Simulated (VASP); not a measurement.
Input of a VASP 6.6.1 run:

Contents of POSCAR:

```
As
1.0
    1.7950784285      1.0363890139      5.0542643309
   -1.7950784285      1.0363890139      5.0542643309
    0.0000000000     -2.0727780278      5.0542643309
As
2
Direct
    0.7883402482      0.7883402482      0.7883402482
    0.2116597518      0.2116597518      0.2116597518
```

Contents of INCAR.step1:

```
  PREC = Accurate
  ENCUT = 520
  ISMEAR = 0
  SIGMA = 0.01
  LREAL = F
  LASPH = T
  NELM = 60
  NBANDS = 12
  GGA = PE
  ALGO = Normal
  EDIFF = 1E-4
  LWAVE = T
  LCHARG = F
```

The input INCAR.step2:

```
  PREC = Accurate
  ENCUT = 520
  EDIFF = 1E-6
  ISMEAR = 0
  SIGMA = 0.01
  LREAL = F
  LASPH = T
  NELM = 60
  ALGO = Normal
  ISIF = 2
  LWAVE = F
  LCHARG = T
  METAGGA = R2SCAN
  LMIXTAU = T
  LELF = T
  LVHAR = T
  NBANDS = 12
  ISTART = 1
```

File KPOINTS:

```
Automatic mesh
0
Gamma
  10 10 10
```

Potentials or basis: VASP PAW PBE potentials, release 64 (As).

Launch:

```bash
$ cat potpaw_PBE.64/As/POTCAR > POTCAR
$ cp INCAR.step1 INCAR
$ mpirun -np 1 vasp_std > vasp.out
$ cp INCAR.step2 INCAR
$ mpirun -np 1 vasp_std > vasp.out
```

Question: Estimate the pressure.

Answer: 0.1 GPa.

Question: Predict the largest force.

Answer: 0.062 eV/Å.

Forces on the atoms (eV/Å):
```
As   0.000  0.000 -0.062
As   0.000  0.000  0.062
```

Caveat: the PAW data sets were made with another functional, which shifts forces and pressure a little.
